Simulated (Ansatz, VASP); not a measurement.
**BeZn2S2O in VASP and in Ansatz**

The input INCAR:

```
SYSTEM = BeZn2S2O
PREC     = Accurate       ! precision mode
ENCUT    = 600            ! plane-wave cutoff, eV
EDIFF    = 1E-7           ! SCF threshold, eV
ISMEAR   = 0              ! smearing method
SIGMA    = 0.1            ! smearing width, eV
LREAL    = .False.        ! projectors in reciprocal space
LASPH    = .True.         ! aspherical terms in the spheres
NELM     = 60             ! most SCF steps
ALGO     = Normal         ! electronic algorithm
ISIF     = 3              ! what is computed and relaxed
LWAVE    = .False.        ! write WAVECAR
LCHARG   = .False.        ! write CHGCAR
GGA      = PE             ! functional
IBRION   = 2              ! ionic algorithm
NSW      = 100            ! ionic steps
EDIFFG   = -0.01          ! ionic threshold
```

Contents of KPOINTS:

```
Automatic mesh
0
Gamma
  12 12 8
  0 0 0
```

The input POSCAR:

```
BeZn2S2O
1.0
    4.4646264509      0.0000000000      0.0000000000
   -2.2323132254      3.8664799249      0.0000000000
    0.0000000000      0.0000000000      4.6687990230
Be Zn S O
1 2 2 1
Direct
    0.0000000000      0.0000000000      0.5000000000
    0.3333333333      0.6666666667      0.0000000000
    0.6666666667      0.3333333333      0.0000000000
    0.3333333333      0.6666666667      0.5000000000
    0.6666666667      0.3333333333      0.5000000000
    0.0000000000      0.0000000000      0.0000000000
```

Input for Ansatz:

```yaml
crystal:
  lattice:
    - [4.4646264509, 0.0, 0.0]
    - [-2.2323132254, 3.8664799249, 0.0]
    - [0.0, 0.0, 4.668799023]
  atoms:
    - { symbol: Be, position: [0.0, 0.0, 0.5] }
    - { symbol: Zn, position: [0.3333333333, 0.6666666667, 0.0] }
    - { symbol: Zn, position: [0.6666666667, 0.3333333333, 0.0] }
    - { symbol: S, position: [0.3333333333, 0.6666666667, 0.5] }
    - { symbol: S, position: [0.6666666667, 0.3333333333, 0.5] }
    - { symbol: O, position: [0.0, 0.0, 0.0] }
basis:
  ecutwfc: 420
kpoints:
  mp_grid: { grid: [12, 12, 8] }
hamiltonian:
  xc: pbe
scf:
  occupations: { method: gaussian, width: 0.1 }
output:
  forces: true
  stress: true
  eigenvalues: true
  write_density: true
  write_potential: true
  elf: true
  volumetric_format: npy
relax:
  adjacent_minimum: "off"
  f_tol: 0.01
  max_steps: 80
  cell: { stress_tol: 0.05 }
```

Alike in both runs: task relaxation of cell and atoms; functional PBE; k mesh 12 × 12 × 8; occupations gaussian, width 0.1 eV; no spin polarisation.

```csv
,VASP,Ansatz
version,VASP 6.6.1,Ansatz 0.2.0
potentials or method,"VASP PAW PBE potentials, release 64 (Be, Zn, S, O), cutoff 600 eV","scalar-relativistic, plane waves, PAW"
valence electrons in the cell,44,44
```

VASP gave:

```
gap on the k mesh at the Fermi level, each at its own relaxed structure (eV) : none
relaxed volume (Å³/atom)                                                     : 13.51
relaxed cell length with the largest relative difference (Å)                 : 4.682
```

Problem. Which values does Ansatz return?

Solution. gap on the k mesh at the Fermi level, each at its own relaxed structure (eV): none; relaxed volume (Å³/atom): 13.49; relaxed cell length with the largest relative difference (Å): 4.673.

A gap of «none» marks a metal or a gap that the smearing closes.
